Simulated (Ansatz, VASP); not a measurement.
# ZnS in VASP and in Ansatz

```xyz
2
Lattice="-0.1280 2.6158 2.6158 2.6158 -0.1280 2.6158 2.6158 2.6158 -0.1280" Properties=species:S:1:pos:R:3 pbc="T T T"
Zn    0.0000    0.0000    0.0000
S     3.8277    3.8277    3.8277
```

Alike in both runs: task single point; functional PBEsol; k mesh 10 × 10 × 10; occupations gaussian, width 0.05 eV; no spin polarisation.

```csv
,VASP,Ansatz
version,VASP 6.6.1,Ansatz 0.2.0
potentials or method,"VASP PAW PBE potentials, release 64 (Zn, S), cutoff 520 eV","scalar-relativistic, plane waves, PAW"
valence electrons in the cell,18,18
```

Ansatz gave:

- gap on the k mesh at the Fermi level (eV): 1.89
- least direct gap on the mesh (eV): 1.89
- pressure (GPa): 0.7
- traceless stress, the component that is largest in VASP (GPa): 3.95
- rms of the force components (eV/Å): 0.393

Question: Which values does VASP return?

Answer: gap on the k mesh at the Fermi level (eV): 1.90; least direct gap on the mesh (eV): 1.90; pressure (GPa): 0.9; traceless stress, the component that is largest in VASP (GPa): 3.96; rms of the force components (eV/Å): 0.396.

VASP's potentials were made for PBE, not for PBEsol. Atom by atom the forces differ by 0.003 eV/Å (rms over components). With one functional, cell and mesh, what is left measures potentials, basis and numerics.
